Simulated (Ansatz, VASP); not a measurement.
# One calculation of CsB, two programs

Contents of INCAR:

```
SYSTEM = CsB
  ALGO = Normal
  EDIFF = 1E-6
  ENCUT = 520
  GGA = PE
  ISIF = 2
  ISMEAR = 0
  LASPH = .TRUE.
  LCHARG = .FALSE.
  LREAL = .FALSE.
  LWAVE = .FALSE.
  NBANDS = 13
  NELM = 80
  PREC = Accurate
  SIGMA = 0.1
```

The input KPOINTS:

```
k-points
0
G
  6 6 4
  0 0 0
```

Contents of POSCAR:

```
CsB
1.0
    3.6072615200      0.0000000000      0.0000000000
    0.0000000000      3.6072615200      0.0000000000
    0.0000000000      0.0000000000      4.3659608500
Cs B
1 1
Direct
    0.0000000000      0.0000000000      0.0000000000
    0.5000000000      0.5000000000      0.5000000000
```

Input for Ansatz:

```yaml
crystal:
  lattice:
    - [3.60726152, 0.0, 0.0]
    - [0.0, 3.60726152, 0.0]
    - [0.0, 0.0, 4.36596085]
  atoms:
    - { symbol: Cs, position: [0.0, 0.0, 0.0] }
    - { symbol: B, position: [0.5, 0.5, 0.5] }
basis:
  ecutwfc: 420
kpoints:
  mp_grid: { grid: [6, 6, 4] }
hamiltonian:
  xc: pbe
scf:
  occupations: { method: gaussian, width: 0.1 }
  lower_state_search: "off"
output:
  forces: true
  stress: true
  eigenvalues: true
```

Change from the starting cell: species swapped into the TlSn type (P4/mmm, No. 123).

Alike in both runs: task single point; functional PBE; k mesh 6 × 6 × 4; occupations gaussian, width 0.1 eV; no spin polarisation.

```csv
,VASP,Ansatz
version,VASP 6.6.1,Ansatz 0.2.0
potentials or method,"VASP PAW PBE potentials, release 64 (Cs_sv, B), cutoff 520 eV","scalar-relativistic, plane waves, PAW"
valence electrons in the cell,12,12
```

|  | VASP | Ansatz | Ansatz less VASP |
| --- | --- | --- | --- |
| gap on the k mesh at the Fermi level (eV) | none | none | - |
| pressure (GPa) | 1.8 | 1.7 | -0.13 |
| traceless stress, the component that is largest in VASP (GPa) | -1.36 | -1.34 | +0.022 |

A gap of «none» marks a metal or a gap that the smearing closes. The functional is the same, so the differences come from potentials, cutoffs and numerics.

Neither program's run includes spin-orbit coupling.
